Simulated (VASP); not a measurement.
# SnO (Romarchite) (P4/nmm) in VASP: further runs, part 2 of 2

VASP 6.6.1. Earlier steps stand in the parts before.

## (5) Single point, PBEsol

INCAR

```
SYSTEM = SnO
PREC = Accurate ; ENCUT = 520
EDIFF = 1E-7 ; ISMEAR = 0
SIGMA = 0.01 ; LREAL = .FALSE.
LASPH = .TRUE. ; NELM = 60
ALGO = Normal ; ISIF = 2
LWAVE = .FALSE. ; LCHARG = .FALSE.
GGA = PS ; NBANDS = 28
```

KPOINTS

```
regular mesh
0
G
  5 5 4
  0 0 0
```

POSCAR

```
SnO
1.0
    3.7986000000      0.0000000000      0.0000000000
    0.0000000000      3.7986000000      0.0000000000
    0.0000000000      0.0000000000      4.8408000000
Sn O
2 2
Direct
    0.5000000000      0.0000000000      0.2369000000
    0.0000000000      0.5000000000      0.7631000000
    0.0000000000      0.0000000000      0.0000000000
    0.5000000000      0.5000000000      0.0000000000
```

Potentials or basis: VASP PAW PBE potentials, release 64 (Sn_d, O).

Launch:

```bash
> cat potpaw_PBE.64/Sn_d/POTCAR potpaw_PBE.64/O/POTCAR > POTCAR
> mpirun -np 1 vasp_std > vasp.out
```

OUTCAR:

```text
SYSTEM = SnO
   PREC = Accurate
   ENCUT = 520
   EDIFF = 1E-7
   ISMEAR = 0
   LREAL = .FALSE.
   LASPH = .TRUE.
   NELM = 60
   ISIF = 2
   GGA = PS

 ion  position               nearest neighbor table
   1  0.500  0.000  0.237-   3 2.22   4 2.22   4 2.22   3 2.22   2 3.53   2 3.53   2 3.53   2 3.53
                             2 3.70   2 3.70   2 3.70   2 3.70
   2  0.000  0.500  0.763-   3 2.22   4 2.22   3 2.22   4 2.22   1 3.53   1 3.53   1 3.53   1 3.53
                             1 3.70   1 3.70   1 3.70   1 3.70
   3  0.000  0.000  0.000-   1 2.22   2 2.22   2 2.22   1 2.22
   4  0.500  0.500  0.000-   1 2.22   2 2.22   1 2.22   2 2.22

  LATTYP: Found a simple tetragonal cell.
 ALAT       =     3.7986000000
 C/A-ratio  =     1.2743642395

  Lattice vectors:

 A1 = (   3.7986000000,   0.0000000000,   0.0000000000)
 A2 = (   0.0000000000,   3.7986000000,   0.0000000000)
 A3 = (   0.0000000000,   0.0000000000,   4.8408000000)

Analysis of symmetry for initial positions (statically):
=====================================================================
 Subroutine PRICEL returns:
 Original cell was already a primitive cell.

 Routine SETGRP: Setting up the symmetry group for a
[... 168 lines left out ...]

 val. band max:        7.0641337823   @ k =   0.0000   0.0000   0.0000
 cond. band min:       7.5365552547   @ k =   0.4000   0.4000   0.0000
 fundamental gap:      0.4724214724
 Fermi energy:         7.1753307662

 k-point     1 :       0.0000    0.0000    0.0000
  band No.  band energies     occupation
      1     -14.8773      2.00000
      2     -14.4131      2.00000
      3     -14.4131      2.00000
      4     -14.4087      2.00000
      5     -14.3604      2.00000
      6     -14.3563      2.00000
[... 547 lines left out ...]
     27      16.9777      0.00000
     28      17.0614      0.00000

------------------------ aborting loop because EDIFF is reached ----------------------------------------

  FORCE on cell =-STRESS in cart. coord.  units (eV):
  Direction    XX          YY          ZZ          XY          YZ          ZX
  --------------------------------------------------------------------------------------
  -------------------------------------------------------------------------------------
  Total        0.4327403      0.4327403      0.2784506      0.0000000     -0.0000000      0.0000000
  in kB        9.9259866      9.9259866      6.3869643      0.0000000     -0.0000000      0.0000000
  external PRESSURE =       8.7463125 kB  Pullay stress =       0.0000000 kB

 VOLUME and BASIS-vectors are now :
 -----------------------------------------------------------------------------
  energy-cutoff  :      520.00
  volume of cell :       69.85
      direct lattice vectors                 reciprocal lattice vectors
     3.798600000  0.000000000  0.000000000     0.263254883  0.000000000  0.000000000
     0.000000000  3.798600000  0.000000000     0.000000000  0.263254883  0.000000000
     0.000000000  0.000000000  4.840800000     0.000000000  0.000000000  0.206577425

 POSITION                                       TOTAL-FORCE (eV/Angst)
 -----------------------------------------------------------------------------------
      1.89930      0.00000      1.14679         0.000000     -0.000000      0.281574
      0.00000      1.89930      3.69401        -0.000000      0.000000     -0.281574
      0.00000      0.00000      0.00000        -0.000000      0.000000     -0.000000
      1.89930      1.89930      0.00000        -0.000000     -0.000000     -0.000000
 -----------------------------------------------------------------------------------
    total drift:                                0.000000      0.000000      0.000000

  FREE ENERGIE OF THE ION-ELECTRON SYSTEM (eV)
  ---------------------------------------------------
  free  energy   TOTEN  =       -24.2053217977 eV

  energy  without entropy=      -24.2053217977  energy(sigma->0) =      -24.20532180
```

stdout:

```text
POSCAR found type information on POSCAR SnO
 POSCAR found :  2 types and       4 ions
 scaLAPACK will be used
 -----------------------------------------------------------------------------
|                                                                             |
|                                                                             |
|     You enforced a specific xc type in the INCAR file but a different       |
|     I HOPE YOU KNOW WHAT YOU ARE DOING!                                     |
|                                                                             |
 -----------------------------------------------------------------------------

 LDA part: xc-table for (Slater+PW92), standard interpolation
 POSCAR, INCAR and KPOINTS ok, starting setup
 FFT: planning ... GRIDC
 FFT: planning ... GRID_SOFT
 FFT: planning ... GRID
 WAVECAR not read
 entering main loop
```

Run time: 33 s. Hardware: 1 thread of AMD EPYC 7R43 (Zen 3), shared host; peak memory 0.14 GiB.

What came out:

```yaml
Free_energy: -24.2053 eV
Pressure: 0.9 GPa
Largest_force: 0.282 eV/Å
Band_gap_on_the_k_mesh: 0.47 eV, indirect (least direct gap 2.04 eV)
```

Forces in eV/Å, atoms in the order of the input:
```
Sn   0.000  0.000  0.282
Sn   0.000  0.000 -0.282
O    0.000  0.000  0.000
O    0.000  0.000  0.000
```

Caveat: the PAW data sets were made with another functional, which shifts forces and pressure a little; spin-orbit coupling is left out, which moves the levels of the heavy elements.

## (6) Single point, PBEsol

INCAR

```
SYSTEM = SnO
PREC     = Accurate       ! precision mode
ENCUT    = 520            ! plane-wave cutoff, eV
EDIFF    = 1E-6           ! SCF threshold, eV
ISMEAR   = 0              ! smearing method
SIGMA    = 0.01           ! smearing width, eV
LREAL    = .FALSE.        ! projectors in reciprocal space
LASPH    = .TRUE.         ! aspherical terms in the spheres
NELM     = 60             ! most SCF steps
ALGO     = Normal         ! electronic algorithm
ISIF     = 2              ! what is computed and relaxed
LWAVE    = .FALSE.        ! write WAVECAR
LCHARG   = .FALSE.        ! write CHGCAR
GGA      = PS             ! functional
NBANDS   = 28             ! bands
```

KPOINTS

```
Automatic mesh
0
G
  6 6 4
  0 0 0
```

POSCAR is that of step 5.

Potentials or basis: VASP PAW PBE potentials, release 64 (Sn_d, O).

Launch:

```bash
> cat potpaw_PBE.64/Sn_d/POTCAR potpaw_PBE.64/O/POTCAR > POTCAR
> mpirun -np 1 vasp_std > vasp.out
```

Run time: 44 s. Hardware: 1 thread of AMD EPYC 7R43 (Zen 3), shared host; peak memory 0.16 GiB.

Results (log left out):

```yaml
Free_energy: -24.2073 eV
Pressure: 0.8 GPa
Largest_force: 0.283 eV/Å
Band_gap_on_the_k_mesh: 0.05 eV, indirect (least direct gap 1.92 eV)
```

Forces in eV/Å, atoms in the order of the input:
```
Sn   0.000  0.000  0.283
Sn   0.000  0.000 -0.283
O    0.000  0.000  0.000
O    0.000  0.000  0.000
```

Stress tensor (GPa, compression positive):
```
0.97 0.00 0.00
0.00 0.97 0.00
0.00 0.00 0.58
```

Levels at points of the mesh, in eV from the valence-band top:
| k point | band 16 | band 17 | band 18 | band 19 | band 20 | band 21 | band 22 | band 23 | band 24 | band 25 |
| --- | --- | --- | --- | --- | --- | --- | --- | --- | --- | --- |
| (0.00, 0.00, 0.00) | -6.39 | -3.53 | -3.24 | -3.24 | 0.00 | 2.04 | 4.23 | 4.71 | 4.71 | 5.66 |
| (0.50, 0.00, 0.00) | -5.10 | -4.94 | -4.94 | -2.73 | -2.73 | 3.16 | 3.16 | 5.92 | 5.92 | 5.93 |
| (0.50, 0.50, 0.00) | -5.23 | -2.56 | -2.56 | -1.87 | -1.87 | 0.05 | 0.05 | 4.37 | 4.37 | 7.22 |
| (0.00, 0.00, 0.50) | -3.60 | -3.25 | -3.25 | -3.13 | -2.24 | 1.56 | 2.94 | 2.94 | 3.65 | 7.79 |
| (0.50, 0.00, 0.50) | -5.57 | -4.91 | -4.91 | -1.74 | -1.74 | 2.54 | 2.54 | 5.43 | 5.43 | 6.63 |
| (0.50, 0.50, 0.50) | -5.69 | -2.68 | -2.68 | -2.56 | -2.56 | 2.34 | 2.34 | 3.98 | 3.98 | 5.55 |

Caveat: the PAW data sets were made with another functional, which shifts forces and pressure a little; spin-orbit coupling is left out, which moves the levels of the heavy elements.

## (7) Summary

```tsv
k mesh	gap on the mesh (eV)	pressure (GPa)	largest force (eV/Å)
3 × 3 × 2	1.05	0.7	0.33
3 × 3 × 3	1.05	0.6	0.36
4 × 4 × 3	0.05	0.9	0.29
5 × 5 × 4	0.47	0.9	0.28
6 × 6 × 4	0.05	0.8	0.28
```

Alike in all rows: task single point; level PBEsol; potentials or basis VASP PAW PBE potentials, release 64 (Sn_d, O); no spin polarisation; cell as given; cutoff (eV) 520; smearing gaussian 0.01 eV.

Caveats: some runs use coarse meshes; the PAW data sets were made with another functional, which shifts forces and pressure a little; spin-orbit coupling is left out, which moves the levels of the heavy elements.

Total energies depend on the potentials used, so only differences within one code and one set of settings carry meaning.
